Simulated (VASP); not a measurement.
Input of a VASP 6.6.1 run:

File POSCAR:

```
Ni
1.0
    3.5251000000      1.7625500000      1.7625500000
    1.7625500000      3.5251000000      1.7625500000
    1.7625500000      1.7625500000      3.5251000000
Ni
2
Direct
    0.0000000000      0.0000000000      0.0000000000
    0.5000000000      0.5000000000      0.5000000000
```

File INCAR.step1:

```
SYSTEM = Ni
  PREC = Accurate
  ENCUT = 520
  ISMEAR = -1
  SIGMA = 0.1
  LREAL = .False.
  LASPH = .True.
  NELM = 150
  ISPIN = 2
  MAGMOM = 2 2
  LMAXMIX = 4
  NBANDS = 21
  GGA = PE
  ALGO = Normal
  EDIFF = 1E-4
  LWAVE = .True.
  LCHARG = .False.
```

File INCAR.step2:

```
SYSTEM = Ni
  PREC = Accurate
  ENCUT = 520
  EDIFF = 1E-7
  ISMEAR = -1
  SIGMA = 0.1
  LREAL = .False.
  LASPH = .True.
  NELM = 150
  ALGO = Normal
  ISIF = 2
  LWAVE = .False.
  LCHARG = .False.
  ISPIN = 2
  MAGMOM = 2 2
  LORBIT = 11
  LMAXMIX = 4
  METAGGA = R2SCAN
  LMIXTAU = .True.
  NBANDS = 21
  ISTART = 1
```

Contents of KPOINTS:

```
Automatic mesh
0
Gamma
  11 11 11
  0 0 0
```

Potentials or basis: VASP PAW PBE potentials, release 64 (Ni).

Command:

```sh
$ cat potpaw_PBE.64/Ni/POTCAR > POTCAR
$ cp INCAR.step1 INCAR
$ mpirun -np 1 vasp_std > vasp.out
$ cp INCAR.step2 INCAR
$ mpirun -np 1 vasp_std > vasp.out
```

(1) Estimate the net moment.

(2) What does it give for the pressure?

(3) Estimate the site moments.

Answers

(1) 1.44 μB per cell.

(2) -7.5 GPa.

(3) Ni +0.74 μB.

Caveat: the cell stands under tension; the PAW data sets were made with another functional, which shifts forces and pressure a little.
